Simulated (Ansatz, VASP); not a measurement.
# Two plane-wave programs on C

```
C
1.0
    -0.56385    1.55060    1.55060
     1.55060   -0.56385    1.55060
     1.55060    1.55060   -0.56385
C
2
Direct
  0.50000 0.50000 0.50000
  0.75000 0.75000 0.75000
```

Alike in both runs: task single point; functional r2SCAN; k mesh 12 × 12 × 12; occupations gaussian, width 0.05 eV; no spin polarisation.

```csv
,VASP,Ansatz
version,VASP 6.6.1,Ansatz 0.2.0
potentials or method,"VASP PAW PBE potentials, release 64 (C), cutoff 520 eV","scalar-relativistic, plane waves, PAW"
valence electrons in the cell,8,8
```

Ansatz gave:

- gap on the k mesh at the Fermi level (eV): none
- rms of the force components (eV/Å): 14.289

Task: What did VASP give for the same quantities?

Result: gap on the k mesh at the Fermi level (eV): none; rms of the force components (eV/Å): 14.552.

VASP's potentials were made for PBE, not for r2SCAN. Atom by atom the forces differ by 0.264 eV/Å (rms over components). A gap of «none» marks a metal or a gap that the smearing closes.
